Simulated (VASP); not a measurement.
Ba4N, 5 atoms in the cell. It takes space group P-43m (No. 215, cubic). Conventional cell: a = 6.643 Å, b = 6.643 Å, c = 6.643 Å, α = 90.00°, β = 90.00°, γ = 90.00°. Ba (site symmetry 3m) has 1 N at 2.48 Å within 3.3 Å. Within 3.3 Å of N (site symmetry -43m) lie 4 Ba at 2.48 Å.  This cell differs from its parent crystal: atoms taken out.

| Quantity | Value |
| --- | --- |
| Program | VASP 6.6.1 |
| Task | relaxation of cell and atoms |
| Functional | PBE |
| Potentials or basis | VASP PAW PBE potentials, release 64 (Ba_sv, N) |
| Cutoff | 600 eV |
| k mesh | 6 × 6 × 6 |
| Occupations | gaussian, width 0.1 eV |
| Spin | no spin polarisation |
| Dipole correction | no |
| Further INCAR settings | ALGO = Normal; EDIFF = 1e-06; IBRION = 2; EDIFFG = -0.01; NSW = 100; ISIF = 3 |

Potentials or basis: VASP PAW PBE potentials, release 64 (Ba_sv, N).

The run is started by

```bash
$ cat potpaw_PBE.64/Ba_sv/POTCAR potpaw_PBE.64/N/POTCAR > POTCAR
$ mpirun -np 1 vasp_std > vasp.out
```

Hardware: 1 thread of Intel(R) Xeon(R) 6975P-C (Granite Rapids) (shared host).

Task: How long does it take, and how much memory?

Result: It took 7.6 min on 1 thread of Intel(R) Xeon(R) 6975P-C (Granite Rapids) (shared host), peak memory 0.53 GiB. Counts: scf iterations 55, k points 20, ion steps 6.
